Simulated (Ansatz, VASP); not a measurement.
**TiN: VASP beside Ansatz**

```
Ti N
1.0
     0.00000    2.18286    2.18286
     2.18286    0.00000    2.18286
     2.18286    2.18286    0.00000
Ti N
1 1
Direct
  0.00000 0.00000 0.00000
  0.50000 0.50000 0.50000
```

Alike in both runs: task single point; functional PBEsol; k mesh 20 × 20 × 20; occupations gaussian, width 0.15 eV; no spin polarisation.

|  | VASP | Ansatz |
| --- | --- | --- |
| version | VASP 6.6.1 | Ansatz 0.2.0 |
| potentials or method | VASP PAW PBE potentials, release 64 (Ti_sv, N), cutoff 520 eV | scalar-relativistic, plane waves, PAW |
| valence electrons in the cell | 17 | 17 |

```tsv
	VASP	Ansatz	Ansatz less VASP
gap on the k mesh at the Fermi level (eV)	none	none	-
pressure (GPa)	-26.3	-26.7	-0.45
```

VASP's potentials were made for PBE, not for PBEsol, and Ansatz warns of the same on its side. A gap of «none» marks a metal or a gap that the smearing closes. The functional is the same, so the differences come from potentials, cutoffs and numerics.
